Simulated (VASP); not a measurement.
# CdTe (Pm-3m) in VASP: a series of runs

Runs on CdTe. Level: PBEsol. Tasks: single point.

Program: VASP 6.6.1. These are calculated values, not measurements. Logs are shortened: lines on timing, memory, paths and dates and some standing lists are left out, and cuts for length are marked.

**1. The cell of the first run**

Symmetry: Pm-3m, No. 221, cubic system. The conventional cell has a = 3.792 Å, b = 3.792 Å, c = 3.792 Å, α = 90.00°, β = 90.00°, γ = 90.00°. Cd (site symmetry m-3m) has 8 Te at 3.28 Å and 6 Cd at 3.79 Å within 4.3 Å. Te (site symmetry m-3m) has 8 Cd at 3.28 Å and 6 Te at 3.79 Å within 4.3 Å.

**2. Single point, PBEsol**

File INCAR:

```
SYSTEM = CdTe
PREC     = Accurate       ! precision mode
ENCUT    = 500            ! plane-wave cutoff, eV
EDIFF    = 1E-6           ! SCF threshold, eV
ISMEAR   = 0              ! smearing method
SIGMA    = 0.05           ! smearing width, eV
LREAL    = .False.        ! projectors in reciprocal space
LASPH    = .True.         ! aspherical terms in the spheres
NELM     = 120            ! most SCF steps
ALGO     = Normal         ! electronic algorithm
ISIF     = 2              ! what is computed and relaxed
LWAVE    = .False.        ! write WAVECAR
LCHARG   = .False.        ! write CHGCAR
GGA      = PS             ! functional
NBANDS   = 16             ! bands
GGA_COMPAT= .False.
```

File KPOINTS:

```
Automatic mesh
0
Gamma
  4 4 4
  0 0 0
```

File POSCAR:

```
CdTe
1.0
    3.7915849631      0.0000000000      0.0000000000
    0.0000000000      3.7915849631      0.0000000000
    0.0000000000      0.0000000000      3.7915849631
Cd Te
1 1
Direct
    0.0000000000      0.0000000000      0.0000000000
    0.5000000000      0.5000000000      0.5000000000
```

Potentials or basis: VASP PAW PBE potentials, release 64 (Cd, Te).

The run is started by

```console
cat potpaw_PBE.64/Cd/POTCAR potpaw_PBE.64/Te/POTCAR > POTCAR
mpirun -np 1 vasp_std > vasp.out
```

OUTCAR:

```text
SYSTEM = CdTe
   PREC = Accurate
   ENCUT = 500
   EDIFF = 1E-6
   ISMEAR = 0
   LREAL = .False.
   LASPH = .True.
   NELM = 120
   ISIF = 2
   GGA = PS

 ion  position               nearest neighbor table
   1  0.000  0.000  0.000-   2 3.28   2 3.28   2 3.28   2 3.28   2 3.28   2 3.28   2 3.28   2 3.28

   2  0.500  0.500  0.500-   1 3.28   1 3.28   1 3.28   1 3.28   1 3.28   1 3.28   1 3.28   1 3.28

  LATTYP: Found a simple cubic cell.
 ALAT       =     3.7915849631

  Lattice vectors:

 A1 = (   3.7915849631,   0.0000000000,   0.0000000000)
 A2 = (   0.0000000000,   3.7915849631,   0.0000000000)
 A3 = (   0.0000000000,   0.0000000000,   3.7915849631)

Analysis of symmetry for initial positions (statically):
=====================================================================
 Subroutine PRICEL returns:
 Original cell was already a primitive cell.

 Routine SETGRP: Setting up the symmetry group for a
 simple cubic supercell.

 Subroutine GETGRP returns: Found 48 space group operations
 (whereof 48 operations were pure point group operations)
 out of a pool of 48 trial point group operations.

The static configuration has the point symmetry O_h .

Analysis of symmetry for dynamics (positions and initial velocities):
=====================================================================
 Subroutine PRICEL returns:
 Original cell was already a primitive cell.

 Routine SETGRP: Setting up the symmetry group for a
 simple cubic supercell.

 Subroutine GETGRP returns: Found 48 space group operations
 (whereof 48 operations were pure point group operations)
 out of a pool of 48 trial point group operations.

The dynamic configuration has the point symmetry O_h .

 Subroutine INISYM returns: Found 48 space group operations
 (whereof 48 operations are pure point group operations),
 and found     1 'primitive' translations

----------------------------------------------------------------------------------------

                                     Primitive cell

  volume of cell :      54.5083

  direct lattice vectors                    reciprocal lattice vectors
     3.791584963  0.000000000  0.000000000     0.263741947  0.000000000  0.000000000
     0.000000000  3.791584963  0.000000000     0.000000000  0.263741947  0.000000000
     0.000000000  0.000000000  3.791584963     0.000000000  0.000000000  0.263741947

  length of vectors
     3.791584963  3.791584963  3.791584963     0.263741947  0.263741947  0.263741947

[... 64 lines left out ...]
   NELM   =    120;   NELMIN=  2; NELMDL= -5     # of ELM steps
   EDIFF  = 0.1E-05   stopping-criterion for ELM
   LREAL  =      F    real-space projection
   EDIFFG = 0.1E-04   stopping-criterion for IOM
   NSW    =      0    number of steps for IOM
   IBRION =     -1    ionic relax: 0-MD 1-quasi-New 2-CG
   NFREE  =      0    steps in history (QN), initial steepest desc. (CG)
   ISIF   =      2    stress and relaxation
   ISYM   =      2    0-nonsym 1-usesym 2-fastsym
   POTIM  = 0.5000    time-step for ionic-motion
   TEBEG  =    0.0;   TEEND  =   0.0 temperature during run
   PSTRESS=    0.0 pullay stress
   NELECT =      18.0000    total number of electrons
   NUPDOWN=      -1.0000    fix difference up-down
   EMIN   =  10.00;   EMAX   =-10.00  energy-range for DOS
   EFERMI =   0.00;   METHOD = LEGACY
   ISMEAR =     0;   SIGMA  =   0.05  broadening in eV -4-tet -1-fermi 0-gaus
   EFERMI_NEDOS =   21; number of points for ismear=-14 and -15
   IALGO  =     38    algorithm
   IMIX   =      4    mixing-type and parameters
     AMIX     =   0.40;   BMIX     =  1.00
     AMIX_MAG =   1.60;   BMIX_MAG =  1.00
  volume/ion in A,a.u.               =      27.25       183.92
  Fermi-wavevector in a.u.,A,eV,Ry     =   1.131562  2.138341 17.421331  1.280432
  Thomas-Fermi vector in A             =   2.268261
   LORBIT       =      0    0 simple, 1 ext, 2 COOP (PROOUT), +10 PAW based schemes
   GGA     = PS    functional components
   LHFCALC =     F    Hartree Fock is set to
   AEXX    =    0.0000 exact exchange contribution
   IVDW    =     0    specifies the selected vdW correction
   LEPSILON=     F    determine dielectric tensor
   LRPA    =     F    only Hartree local field effects (RPA)
 non-spin polarized calculation
 Gauss-broadening in eV      SIGMA  =   0.05
  energy-cutoff  :      500.00
  volume of cell :       54.51
 maximum number of plane-waves:      1406
 NGX is ok and might be reduce to    28
   NGX = 13   NGY = 13   NGZ = 13

 number of electron      17.9999993 magnetization

 Free energy of the ion-electron system (eV)
  ---------------------------------------------------
  ext. energy  EPLUGINS =         0.00000000
  ---------------------------------------------------
  free energy    TOTEN  =        -4.41138957 eV

  energy without entropy =       -4.39941571  energy(sigma->0) =       -4.40540264

 E-fermi :   4.8938     XC(G=0): -10.1984

 val. band max:        4.8476638482   @ k =   0.5000   0.5000   0.5000
 cond. band min:       4.8998831173   @ k =   0.5000   0.2500   0.2500
 fundamental gap:      0.0522192691
 Fermi energy:         4.8937996907

 k-point     1 :       0.0000    0.0000    0.0000
  band No.  band energies     occupation
      1      -7.6120      2.00000
      2      -3.9250      2.00000
      3      -3.9250      2.00000
      4      -3.6648      2.00000
      5      -3.6648      2.00000
      6      -3.6648      2.00000
[... 167 lines left out ...]
      3      -4.0311      2.00000
      4      -4.0311      2.00000
      5      -3.5359      2.00000
      6      -3.5359      2.00000
[... 8 lines left out ...]
     15      20.5737      0.00000
     16      20.5738      0.00000

------------------------ aborting loop because EDIFF is reached ----------------------------------------

  FORCE on cell =-STRESS in cart. coord.  units (eV):
  Direction    XX          YY          ZZ          XY          YZ          ZX
  --------------------------------------------------------------------------------------
  -------------------------------------------------------------------------------------
  Total       -0.8585008     -0.8585008     -0.8585008      0.0000000     -0.0000000      0.0000000
  in kB      -25.2341629    -25.2341629    -25.2341629      0.0000000     -0.0000000      0.0000000
  external PRESSURE =     -25.2341629 kB  Pullay stress =       0.0000000 kB

 VOLUME and BASIS-vectors are now :
 -----------------------------------------------------------------------------
  energy-cutoff  :      500.00
  volume of cell :       54.51
      direct lattice vectors                 reciprocal lattice vectors
     3.791584963  0.000000000  0.000000000     0.263741947  0.000000000  0.000000000
     0.000000000  3.791584963  0.000000000     0.000000000  0.263741947  0.000000000
     0.000000000  0.000000000  3.791584963     0.000000000  0.000000000  0.263741947

 POSITION                                       TOTAL-FORCE (eV/Angst)
 -----------------------------------------------------------------------------------
      0.00000      0.00000      0.00000         0.000000      0.000000      0.000000
      1.89579      1.89579      1.89579         0.000000      0.000000      0.000000
 -----------------------------------------------------------------------------------
    total drift:                               -0.000000      0.000000     -0.000000

  FREE ENERGIE OF THE ION-ELECTRON SYSTEM (eV)
  ---------------------------------------------------
  free  energy   TOTEN  =        -4.4113895675 eV

  energy  without entropy=       -4.3994157068  energy(sigma->0) =       -4.40540264
```

stdout:

```text
POSCAR found type information on POSCAR CdTe
 POSCAR found :  2 types and       2 ions
 scaLAPACK will be used
 -----------------------------------------------------------------------------
|                                                                             |
|                                                                             |
|     You enforced a specific xc type in the INCAR file but a different       |
|     I HOPE YOU KNOW WHAT YOU ARE DOING!                                     |
|                                                                             |
 -----------------------------------------------------------------------------

 LDA part: xc-table for (Slater+PW92), standard interpolation
 POSCAR, INCAR and KPOINTS ok, starting setup
 FFT: planning ... GRIDC
 FFT: planning ... GRID_SOFT
 FFT: planning ... GRID
 WAVECAR not read
 entering main loop
```

Run time: 9.1 s. Hardware: 1 thread of AMD EPYC 9R45 (Zen 5), shared host; peak memory 0.12 GiB.

What came out:

| Item | Value |
| --- | --- |
| Free energy | -4.4114 eV |
| Pressure | -2.5 GPa |
| Band gap on the k mesh | zero (band 9 reaches 4.92 eV, above the bottom of band 10 at 3.48 eV) |

Levels at points of the mesh, in eV from the Fermi level:
```csv
k point,band 5,band 6,band 7,band 8,band 9,band 10,band 11,band 12,band 13,band 14
"(0.00, 0.00, 0.00)",-8.56,-8.56,-1.61,-1.31,-1.31,-1.31,4.52,4.52,8.93,8.93
"(0.50, 0.00, 0.00)",-8.70,-8.55,-6.21,0.02,0.02,2.38,2.96,4.96,4.96,5.48
"(0.50, 0.50, 0.00)",-8.44,-8.18,-4.56,-4.56,-2.39,0.31,6.06,6.06,6.80,7.43
"(0.50, 0.50, 0.50)",-8.43,-8.43,-2.57,-2.57,-2.57,-0.05,0.55,0.55,0.55,15.68
```

Caveat: the k points lie up to 0.41 Å⁻¹ apart; the PAW data sets were made with another functional, which shifts forces and pressure a little; spin-orbit coupling is left out, which moves the levels of the heavy elements.

**3. Single point, PBEsol**

This run uses another cell than the first one, of 28.12 Å³/atom, 1.032 times its volume.

File INCAR:

```
  PREC = Accurate
  ENCUT = 500
  EDIFF = 1E-6
  ISMEAR = 0
  SIGMA = 0.05
  LREAL = F
  LASPH = T
  NELM = 120
  ALGO = Normal
  ISIF = 2
  LWAVE = F
  LCHARG = F
  GGA = PS
  NBANDS = 16
  GGA_COMPAT = F
```

File KPOINTS:

```
regular mesh
0
Gamma
  4 4 4
```

File POSCAR:

```
CdTe
1.0
    3.8312963863      0.0000000000      0.0000000000
    0.0000000000      3.8312963863      0.0000000000
    0.0000000000      0.0000000000      3.8312963863
Cd Te
1 1
Direct
    0.0000000000      0.0000000000      0.0000000000
    0.5000000000      0.5000000000      0.5000000000
```

Potentials or basis: VASP PAW PBE potentials, release 64 (Cd, Te).

The run is started by

```console
cat potpaw_PBE.64/Cd/POTCAR potpaw_PBE.64/Te/POTCAR > POTCAR
mpirun -np 1 vasp_std > vasp.out
```

Run time: 7.6 s. Hardware: 1 thread of AMD EPYC 9R45 (Zen 5), shared host; peak memory 0.12 GiB.

It converged, with:

```yaml
Free_energy: -4.3784 eV
Pressure: -3.6 GPa
Band_gap_on_the_k_mesh: zero (band 9 reaches 4.61 eV, above the bottom of band 10 at 3.20 eV)
```

Levels at points of the mesh, in eV from the Fermi level:
| k point | band 6 | band 7 | band 8 | band 9 | band 10 | band 11 | band 12 | band 13 |
| --- | --- | --- | --- | --- | --- | --- | --- | --- |
| (0.00, 0.00, 0.00) | -8.51 | -1.68 | -1.24 | -1.24 | -1.24 | 4.57 | 4.57 | 8.72 |
| (0.50, 0.00, 0.00) | -8.51 | -6.02 | 0.01 | 0.01 | 2.33 | 2.83 | 4.95 | 4.95 |
| (0.50, 0.50, 0.00) | -8.18 | -4.36 | -4.36 | -2.32 | 0.30 | 5.98 | 5.98 | 6.74 |
| (0.50, 0.50, 0.50) | -8.40 | -2.49 | -2.49 | -2.49 | -0.09 | 0.66 | 0.66 | 0.66 |

Caveat: the k points lie up to 0.41 Å⁻¹ apart; the PAW data sets were made with another functional, which shifts forces and pressure a little; spin-orbit coupling is left out, which moves the levels of the heavy elements.

[end of part 1 of 2]
